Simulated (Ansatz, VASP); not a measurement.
**CdS: VASP beside Ansatz**

```
CELL_PARAMETERS angstrom
0.00000 2.93934 2.93934
2.93934 0.00000 2.93934
2.93934 2.93934 0.00000
ATOMIC_POSITIONS crystal
Cd 0.00000 0.00000 0.00000
S 0.75000 0.75000 0.75000
```

Alike in both runs: functional r2SCAN; k mesh 8 × 8 × 8; occupations gaussian, width 0.02 eV; no spin polarisation.

Ansatz relaxed the structure, and its values are those at the end. VASP's run is a single point on that final structure, the one shown.

```csv
,VASP,Ansatz
version,VASP 6.6.1,Ansatz 0.2.0
potentials or method,"VASP PAW PBE potentials, release 64 (Cd, S), cutoff 550 eV","scalar-relativistic, plane waves, PAW"
valence electrons in the cell,18,26
```

Ansatz gave:

```
gap on the k mesh at the Fermi level (eV) : 1.54
least direct gap on the mesh (eV)         : 1.54
pressure (GPa)                            : 0.0
```

**Question.** Which values does VASP return?

**Answer.** gap on the k mesh at the Fermi level (eV): 1.54; least direct gap on the mesh (eV): 1.54; pressure (GPa): 0.3.

VASP's potentials were made for PBE, not for r2SCAN. With one functional, cell and mesh, what is left measures potentials, basis and numerics. VASP's potentials hold 18 valence electrons a cell and Ansatz's 26, so a difference there can come from the potentials and not from the codes.
